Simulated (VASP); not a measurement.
Here is a VASP 6.6.1 calculation.

The input INCAR:

```
ALGO = Normal
EDIFF = 1E-6
ENCUT = 520
GGA = PS
GGA_COMPAT = F
ISIF = 2
ISMEAR = 1
IVDW = 12
LASPH = T
LCHARG = T
LELF = T
LREAL = F
LVHAR = T
LWAVE = F
NBANDS = 34
NELM = 120
PREC = Accurate
SIGMA = 0.05
```

Contents of KPOINTS:

```
k-points
0
Gamma
  2 2 1
```

Contents of POSCAR:

```
Ba2CuSO2
1.0
    3.9951740000      0.0000000000      0.0000000000
    0.0000000000      3.9951740000      0.0000000000
    0.0000000000      0.0000000000      7.4000870000
Ba Cu S O
2 1 1 2
Direct
    0.4948257573      0.5042058243      0.7575120401
    0.4993229331      0.5039497654      0.2450790106
    0.0121373938     -0.0050811304      0.4986422457
    0.0011909369     -0.0128257242     -0.0035502285
   -0.0059874739      0.4892795658      0.5026328745
    0.5056167766     -0.0134006679      0.4876342670
```

Potentials or basis: VASP PAW PBE potentials, release 64 (Ba_sv, Cu, S, O).

The run is started by

```sh
$ cat potpaw_PBE.64/Ba_sv/POTCAR potpaw_PBE.64/Cu/POTCAR potpaw_PBE.64/S/POTCAR potpaw_PBE.64/O/POTCAR > POTCAR
$ mpirun -np 1 vasp_std > vasp.out
```

Task: Predict the pressure.

Result: -6.6 GPa.

Task: Predict the largest force.

Result: 0.626 eV/Å.

Task: What does it give for the dispersion energy per atom?

Result: -0.279 eV.

Stress tensor (GPa, compression positive):
```
-5.90 -0.06  0.07
-0.06 -5.21  0.18
 0.07  0.18 -8.68
```

Caveat: the k points lie up to 0.85 Å⁻¹ apart; the PAW data sets were made with another functional, which shifts forces and pressure a little; an odd number of electrons without spin polarisation forces a metal; a magnetic or distorted state may lie lower; pairwise dispersion overbinds metals, which lowers pressure and volume.
